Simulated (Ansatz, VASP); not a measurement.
ZnS: VASP beside Ansatz

```
CELL_PARAMETERS angstrom
3.81100 0.00000 0.00000
-1.90550 3.30042 0.00000
0.00000 0.00000 6.23400
ATOMIC_POSITIONS crystal
Zn 0.33333 0.66667 0.00000
Zn 0.66667 0.33333 0.50000
S 0.33333 0.66667 0.38500
S 0.66667 0.33333 0.88500
```

Alike in both runs: task single point; functional PBE; k mesh 12 × 12 × 6; occupations gaussian, width 0.05 eV; no spin polarisation.

|  | VASP | Ansatz |
| --- | --- | --- |
| version | VASP 6.6.1 | Ansatz 0.2.0 |
| potentials or method | VASP PAW PBE potentials, release 64 (Zn, S), cutoff 520 eV | scalar-relativistic, plane waves, PAW |
| valence electrons in the cell | 36 | 36 |

```tsv
	VASP	Ansatz	Ansatz less VASP
gap on the k mesh at the Fermi level (eV)	2.25	2.25	-0.006
least direct gap on the mesh (eV)	2.25	2.25	-0.006
pressure (GPa)	2.5	2.3	-0.16
traceless stress, the component that is largest in VASP (GPa)	-1.37	-1.35	+0.023
rms of the force components (eV/Å)	0.186	0.184	-0.0019
```

Atom by atom the forces differ by 0.002 eV/Å (rms over components). The functional is the same, so the differences come from potentials, cutoffs and numerics.
